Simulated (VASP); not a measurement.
# Zr2Zn2N3 (R-3m) in VASP: notebook

Runs on Zr2Zn2N3. Level: PBE. Tasks: single point, relaxation of cell and atoms.

Program: VASP 6.6.1. These are calculated values, not measurements. Logs are shortened: lines on timing, memory, paths and dates and some standing lists are left out, and cuts for length are marked.

## 1. The cell of the first run

Symmetry: R-3m, No. 166, trigonal system. The conventional cell has a = 4.944 Å, b = 4.944 Å, c = 12.236 Å, α = 90.00°, β = 90.00°, γ = 120.00°. Zr (site symmetry -3m) has 6 N at 2.47 Å and 8 Zn at 2.67 to 3.18 Å within 3.3 Å. Within 3.3 Å of Zr (site symmetry -3m) lie 6 N at 2.49 Å and 6 Zn at 2.92 Å. Zn (site symmetry 3m) has 3 N at 2.00 Å and 1 Zr at 2.67 Å within 2.7 Å. N (site symmetry 2/m) has 2 Zn at 2.00 Å and 4 Zr at 2.47 to 2.49 Å and 4 N at 2.47 Å within 2.7 Å.

The cell was generated, and may not be a known phase.

## 2. Single point, PBE

Input file INCAR:

```
ALGO = Normal
EDIFF = 1E-6
ENCUT = 520
GGA = PE
ISIF = 2
ISMEAR = 0
LASPH = True
LCHARG = False
LREAL = False
LWAVE = False
NBANDS = 40
NELM = 100
PREC = Accurate
SIGMA = 0.1
```

Input file KPOINTS:

```
k-points
0
Gamma
  6 6 6
```

Input file POSCAR:

```
Zr2Zn2N3
1.0
    2.4719628115      1.4271883963      4.0787436510
   -2.4719628115      1.4271883963      4.0787436510
    0.0000000000     -2.8543767877      4.0787436526
Zr Zn N
2 2 3
Direct
    0.5000000000      0.5000000000      0.5000000000
    0.0000000000      0.0000000000      0.0000000000
    0.2814853009      0.2814853009      0.2814853009
    0.7185146991      0.7185146991      0.7185146991
    0.0000000000      0.0000000000      0.5000000000
    0.5000000000      0.0000000000      0.0000000000
    0.0000000000      0.5000000000      0.0000000000
```

Potentials or basis: VASP PAW PBE potentials, release 64 (Zr_sv, Zn, N).

Started as:

```console
> cat potpaw_PBE.64/Zr_sv/POTCAR potpaw_PBE.64/Zn/POTCAR potpaw_PBE.64/N/POTCAR > POTCAR
> mpirun -np 1 vasp_std > vasp.out
```

OUTCAR:

```text
EDIFF = 1E-6
   ENCUT = 520
   GGA = PE
   ISIF = 2
   ISMEAR = 0
   LASPH = True
   LREAL = False
   NELM = 100
   PREC = Accurate

 ion  position               nearest neighbor table
   1  0.500  0.500  0.500-   5 2.47   5 2.47   6 2.47   6 2.47   7 2.47   7 2.47   3 2.67   4 2.67
                             3 3.18   4 3.18   3 3.18   4 3.18   4 3.18   3 3.18   2 3.51   2 3.51
   2  0.000  0.000  0.000-   5 2.49   5 2.49   7 2.49   6 2.49   7 2.49   6 2.49   3 2.92   4 2.92
                             3 2.92   4 2.92   3 2.92   4 2.92   4 3.44   3 3.44   1 3.51   1 3.51
   3  0.281  0.281  0.281-   6 2.00   7 2.00   5 2.00   1 2.67   2 2.92   2 2.92   2 2.92   1 3.18
                             1 3.18   1 3.18   2 3.44
   4  0.719  0.719  0.719-   6 2.00   7 2.00   5 2.00   1 2.67   2 2.92   2 2.92   2 2.92   1 3.18
                             1 3.18   1 3.18   2 3.44
   5  0.000  0.000  0.500-   3 2.00   4 2.00   1 2.47   1 2.47   2 2.49   2 2.49
   6  0.500  0.000  0.000-   3 2.00   4 2.00   1 2.47   1 2.47   2 2.49   2 2.49
   7  0.000  0.500  0.000-   3 2.00   4 2.00   1 2.47   1 2.47   2 2.49   2 2.49

  LATTYP: Found a trigonal (rhomboedric) cell.
 ALAT       =     4.9783146376
 COS(alpha) =     0.5068839038

  Lattice vectors:

 A1 = (   2.4719628115,   1.4271883963,   4.0787436510)
 A2 = (  -2.4719628115,   1.4271883963,   4.0787436510)
 A3 = (   0.0000000000,  -2.8543767877,   4.0787436526)

Analysis of symmetry for initial positions (statically):
=====================================================================
 Subroutine PRICEL returns:
 Original cell was already a primitive cell.

 Routine SETGRP: Setting up the symmetry group for a
 trigonal (rhombohedral) supercell.

 Subroutine GETGRP returns: Found 12 space group operations
 (whereof 12 operations were pure point group operations)
 out of a pool of 12 trial point group operations.

The static configuration has the point symmetry D_3d.

Analysis of symmetry for dynamics (positions and initial velocities):
=====================================================================
 Subroutine PRICEL returns:
 Original cell was already a primitive cell.

 Routine SETGRP: Setting up the symmetry group for a
 trigonal (rhombohedral) supercell.

 Subroutine GETGRP returns: Found 12 space group operations
 (whereof 12 operations were pure point group operations)
 out of a pool of 12 trial point group operations.

The dynamic configuration has the point symmetry D_3d.

 Subroutine INISYM returns: Found 12 space group operations
 (whereof 12 operations are pure point group operations),
 and found     1 'primitive' translations

----------------------------------------------------------------------------------------

                                     Primitive cell

  volume of cell :      86.3378

  direct lattice vectors                    reciprocal lattice vectors
     2.471962812  1.427188396  4.078743651     0.202268415  0.116779724  0.081724512
    -2.471962812  1.427188396  4.078743651    -0.202268415  0.116779724  0.081724512
     0.000000000 -2.854376788  4.078743653     0.000000000 -0.233559448  0.081724512

  length of vectors
     4.978314638  4.978314638  4.978314637     0.247444764  0.247444764  0.247444764

  position of ions in fractional coordinates (direct lattice)
     0.500000000  0.500000000  0.500000000
     0.000000000  0.000000000  0.000000000
     0.281485301  0.281485301  0.281485301
     0.718514699  0.718514699  0.718514699
     0.000000000  0.000000000  0.500000000
     0.500000000  0.000000000  0.000000000
     0.000000000  0.500000000  0.000000000

  ion indices of the primitive-cell ions
   primitive index   ion index
                 1           1
                 2           2
                 3           3
                 4           4
                 5           5
                 6           6
                 7           7

----------------------------------------------------------------------------------------

 KPOINTS: k-points

Automatic generation of k-mesh.
 Grid dimensions read from file:
 generate k-points for:    6    6    6

 Generating k-lattice:

  Cartesian coordinates                     Fractional coordinates (reciprocal lattice)
     0.033711403  0.019463287  0.013620752     0.166666667  0.000000000  0.000000000
    -0.033711403  0.019463287  0.013620752     0.000000000  0.166666667  0.000000000
     0.000000000 -0.038926575  0.013620752     0.000000000  0.000000000  0.166666667

  Length of vectors
     0.041240794  0.041240794  0.041240794

  Shift w.r.t. Gamma in fractional coordinates (k-lattice)
     0.000000000  0.000000000  0.000000000

 Subroutine IBZKPT returns following result:
 ===========================================

 Found     32 irreducible k-points:

 Following reciprocal coordinates:
            Coordinates               Weight
  0.000000  0.000000  0.000000      1.000000
  0.166667  0.000000 -0.000000      6.000000
  0.333333  0.000000 -0.000000      6.000000
  0.500000  0.000000 -0.000000      3.000000
  0.166667  0.166667 -0.000000      6.000000
  0.333333  0.166667 -0.000000     12.000000
[... 16 lines left out ...]
  0.500000  0.500000  0.166667      6.000000
 -0.333333  0.500000  0.166667     12.000000
 [... further k-points ...]
   k-points           NKPTS =     32   k-points in BZ     NKDIM =     32   number of bands    NBANDS=     40
   number of dos      NEDOS =    301   number of ions     NIONS =      7
   total plane-waves  NPLWV =  64000
   dimension x,y,z NGX =    40 NGY =   40 NGZ =   40
   dimension x,y,z NGXF=    80 NGYF=   80 NGZF=   80
   ions per type =               2   2   3
   NGX,Y,Z   is equivalent  to a cutoff of  13.36, 13.36, 13.36 a.u.
   NGXF,Y,Z  is equivalent  to a cutoff of  26.72, 26.72, 26.72 a.u.
 SYSTEM =  unknown system
   PREC   = accura    normal or accurate (medium, high low for compatibility)
   ISTART =      0    job   : 0-new  1-cont  2-samecut
   ICHARG =      2    charge: 1-file 2-atom 10-const
   ISPIN  =      1    spin polarized calculation?
   LNONCOLLINEAR =      F non collinear calculations
   LSORBIT =      F    spin-orbit coupling
   LASPH  =      T    aspherical Exc in radial PAW
   ENCUT  =  520.0 eV  38.22 Ry    6.18 a.u.   9.26  9.26  9.26*2*pi/ulx,y,z
   NELM   =    100;   NELMIN=  2; NELMDL= -5     # of ELM steps
   EDIFF  = 0.1E-05   stopping-criterion for ELM
   LREAL  =      F    real-space projection
   EDIFFG = 0.1E-04   stopping-criterion for IOM
   NSW    =      0    number of steps for IOM
   IBRION =     -1    ionic relax: 0-MD 1-quasi-New 2-CG
   NFREE  =      0    steps in history (QN), initial steepest desc. (CG)
   ISIF   =      2    stress and relaxation
   ISYM   =      2    0-nonsym 1-usesym 2-fastsym
   POTIM  = 0.5000    time-step for ionic-motion
   TEBEG  =    0.0;   TEEND  =   0.0 temperature during run
   PSTRESS=    0.0 pullay stress
   NELECT =      63.0000    total number of electrons
   NUPDOWN=      -1.0000    fix difference up-down
   EMIN   =  10.00;   EMAX   =-10.00  energy-range for DOS
   EFERMI =   0.00;   METHOD = LEGACY
   ISMEAR =     0;   SIGMA  =   0.10  broadening in eV -4-tet -1-fermi 0-gaus
   EFERMI_NEDOS =   21; number of points for ismear=-14 and -15
   IALGO  =     38    algorithm
   IMIX   =      4    mixing-type and parameters
     AMIX     =   0.40;   BMIX     =  1.00
     AMIX_MAG =   1.60;   BMIX_MAG =  1.00
  volume/ion in A,a.u.               =      12.33        83.23
  Fermi-wavevector in a.u.,A,eV,Ry     =   1.473855  2.785182 29.555230  2.172248
  Thomas-Fermi vector in A             =   2.588697
   LORBIT       =      0    0 simple, 1 ext, 2 COOP (PROOUT), +10 PAW based schemes
   GGA     = PE    functional components
   LHFCALC =     F    Hartree Fock is set to
   AEXX    =    0.0000 exact exchange contribution
   IVDW    =     0    specifies the selected vdW correction
   LEPSILON=     F    determine dielectric tensor
   LRPA    =     F    only Hartree local field effects (RPA)
 non-spin polarized calculation
 Gauss-broadening in eV      SIGMA  =   0.10
  energy-cutoff  :      520.00
  volume of cell :       86.34
 maximum number of plane-waves:      2342
 NGX is ok and might be reduce to    40
   NGX = 19   NGY = 19   NGZ = 19

 number of electron      63.0000009 magnetization

 Free energy of the ion-electron system (eV)
  ---------------------------------------------------
  ext. energy  EPLUGINS =         0.00000000
  ---------------------------------------------------
  free energy    TOTEN  =       -44.53583265 eV

  energy without entropy =      -44.51223320  energy(sigma->0) =      -44.52403293

 E-fermi :   7.9149     XC(G=0): -12.1597

 val. band max:        7.9076913153   @ k =  -0.3333   0.5000   0.1667
 cond. band min:       7.9241947566   @ k =   0.5000   0.5000   0.0000
 fundamental gap:      0.0165034413
 Fermi energy:         7.9149173261

 k-point     1 :       0.0000    0.0000    0.0000
  band No.  band energies     occupation
      1     -41.7472      2.00000
      2     -41.6469      2.00000
      3     -19.8273      2.00000
      4     -19.8273      2.00000
      5     -19.8120      2.00000
      6     -19.6262      2.00000
[... 32 lines left out ...]
     39      10.4444      0.00000
     40      11.4805      0.00000

 k-point     2 :       0.1667    0.0000   -0.0000
  band No.  band energies     occupation
      1     -41.7456      2.00000
      2     -41.6483      2.00000
      3     -19.8219      2.00000
      4     -19.8186      2.00000
      5     -19.8014      2.00000
      6     -19.6407      2.00000
[... 32 lines left out ...]
     39      10.8758      0.00000
     40      11.5728      0.00000

 k-point     3 :       0.3333    0.0000   -0.0000
  band No.  band energies     occupation
      1     -41.7424      2.00000
      2     -41.6511      2.00000
      3     -19.8080      2.00000
      4     -19.7971      2.00000
      5     -19.7711      2.00000
      6     -19.6791      2.00000
[... 32 lines left out ...]
     39      11.0532      0.00000
     40      12.5287      0.00000

 k-point     4 :       0.5000    0.0000   -0.0000
  band No.  band energies     occupation
      1     -41.7407      2.00000
      2     -41.6526      2.00000
      3     -19.7976      2.00000
      4     -19.7828      2.00000
      5     -19.7343      2.00000
      6     -19.7186      2.00000
[... 32 lines left out ...]
     39      10.9147      0.00000
     40      12.8327      0.00000
[... 772 lines left out ...]
     39      11.7351      0.00000
     40      11.8828      0.00000

 k-point    23 :       0.5000    0.5000    0.1667
  band No.  band energies     occupation
      1     -41.7411      2.00000
      2     -41.6520      2.00000
      3     -19.8916      2.00000
      4     -19.8517      2.00000
      5     -19.8452      2.00000
      6     -19.6411      2.00000
[... 32 lines left out ...]
     39      11.4234      0.00000
     40      11.6935      0.00000

 k-point    24 :      -0.3333    0.5000    0.1667
  band No.  band energies     occupation
      1     -41.7407      2.00000
      2     -41.6523      2.00000
      3     -19.9026      2.00000
      4     -19.8763      2.00000
      5     -19.8067      2.00000
      6     -19.6614      2.00000
[... 32 lines left out ...]
     39      11.7183      0.00000
     40      12.1326      0.00000

 [... further k-points ...]

------------------------ aborting loop because EDIFF is reached ----------------------------------------

  FORCE on cell =-STRESS in cart. coord.  units (eV):
  Direction    XX          YY          ZZ          XY          YZ          ZX
  --------------------------------------------------------------------------------------
  -------------------------------------------------------------------------------------
  Total        0.0721307      0.0721307      0.2891562      0.0000000      0.0000000      0.0000000
  in kB        1.3385344      1.3385344      5.3658948      0.0000000      0.0000000      0.0000000
  external PRESSURE =       2.6809879 kB  Pullay stress =       0.0000000 kB

 VOLUME and BASIS-vectors are now :
 -----------------------------------------------------------------------------
  energy-cutoff  :      520.00
  volume of cell :       86.34
      direct lattice vectors                 reciprocal lattice vectors
     2.471962812  1.427188396  4.078743651     0.202268415  0.116779724  0.081724512
    -2.471962812  1.427188396  4.078743651    -0.202268415  0.116779724  0.081724512
     0.000000000 -2.854376788  4.078743653     0.000000000 -0.233559448  0.081724512

 POSITION                                       TOTAL-FORCE (eV/Angst)
 -----------------------------------------------------------------------------------
      0.00000      0.00000      6.11812         0.000000     -0.000000     -0.000000
      0.00000      0.00000      0.00000        -0.000000     -0.000000     -0.000000
      0.00000      0.00000      3.44432        -0.000000      0.000000      0.101687
      0.00000      0.00000      8.79191        -0.000000     -0.000000     -0.101687
      0.00000     -1.42719      2.03937        -0.000000     -0.000000     -0.000000
      1.23598      0.71359      2.03937        -0.000000     -0.000000     -0.000000
     -1.23598      0.71359      2.03937        -0.000000     -0.000000     -0.000000
 -----------------------------------------------------------------------------------
    total drift:                                0.000000     -0.000000      0.000000

  FREE ENERGIE OF THE ION-ELECTRON SYSTEM (eV)
  ---------------------------------------------------
  free  energy   TOTEN  =       -44.5358326520 eV

  energy  without entropy=      -44.5122332043  energy(sigma->0) =      -44.52403293
```

Run time: 1.7 min. Hardware: 1 thread of Intel Xeon 6975P-C (Granite Rapids), shared host; peak memory 0.29 GiB.

Results:

| Item | Value |
| --- | --- |
| Free energy | -44.5358 eV |
| Pressure | 0.3 GPa |
| Largest force | 0.102 eV/Å |
| Band gap on the k mesh | zero (an odd number of electrons rules out a gap without spin polarisation) |

Forces on the atoms (eV/Å):
```
Zr   0.000  0.000  0.000
Zr   0.000  0.000  0.000
Zn   0.000  0.000  0.102
Zn   0.000  0.000 -0.102
N    0.000  0.000  0.000
N    0.000  0.000  0.000
N    0.000  0.000  0.000
```

Levels at points of the mesh, in eV from the Fermi level:
| k point | band 29 | band 30 | band 31 | band 32 | band 33 | band 34 |
| --- | --- | --- | --- | --- | --- | --- |
| (0.00, 0.00, 0.00) | -2.13 | -2.13 | -0.21 | 0.97 | 0.97 | 1.96 |
| (0.50, 0.00, 0.00) | -2.67 | -2.48 | -2.45 | 0.45 | 1.03 | 1.06 |
| (0.50, 0.50, 0.00) | -2.03 | -1.82 | -0.07 | 0.01 | 0.34 | 0.46 |
| (0.50, 0.50, 0.50) | -0.84 | -0.16 | 0.67 | 0.67 | 0.79 | 0.79 |

Caveat: an odd number of electrons without spin polarisation forces a metal; a magnetic or distorted state may lie lower.

[end of part 1 of 3]

The gap in the log of VASP goes by the Fermi energy; the results here count the filled bands.